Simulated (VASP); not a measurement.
Set up this calculation in VASP 6.6.1, as the native input.

```yaml
Task: single point
Functional: BLYP
Potentials_or_basis: VASP PAW PBE potentials, release 64 (Rh_pv)
Cutoff: 520 eV
k_mesh: 11 × 11 × 11
Occupations: fermi-dirac, width 0.1 eV
Spin: no spin polarisation
Dipole_correction: no
Further_INCAR_settings: ALGO = Normal; EDIFF = 1e-06; NBANDS = 22
```

The structure of Rh lies in POSCAR:

```
Rh
1.0
    0.0000000000      2.8078605047      2.8078605047
    2.8078605047      0.0000000000      2.8078605047
    2.8078605047      2.8078605047      0.0000000000
Rh
2
Direct
    0.1250000000      0.1250000000      0.1250000000
    0.8750000000      0.8750000000      0.8750000000
```

This isn't the form of Rh at room conditions, which is fcc.

One way to write it, as run:

INCAR

```
SYSTEM = Rh
AGGAC = 1.0 ; AGGAX = 1.0
ALDAC = 0.0 ; ALDAX = 1.0
ALGO = Normal ; EDIFF = 1E-6
ENCUT = 520 ; GGA = B5
ISIF = 2 ; ISMEAR = -1
LASPH = .TRUE. ; LCHARG = .FALSE.
LREAL = .FALSE. ; LWAVE = .FALSE.
NBANDS = 22 ; NELM = 100
PREC = Accurate ; SIGMA = 0.1
```

KPOINTS

```
k-points
0
G
  11 11 11
  0 0 0
```

Potentials or basis: VASP PAW PBE potentials, release 64 (Rh_pv).

The run is started by

```sh
$ cat potpaw_PBE.64/Rh_pv/POTCAR > POTCAR
$ mpirun -np 1 vasp_std > vasp.out
```

Results of the run:

* Pressure: 0.4 GPa
* Band gap on the k mesh: zero (bands 15 and 16 overlap by 1.03 eV)

Caveat: the PAW data sets were made with another functional, which shifts forces and pressure a little.

It took 100 s on 1 thread of Intel Xeon 8259CL, with other jobs on the host, peak memory 0.19 GiB.
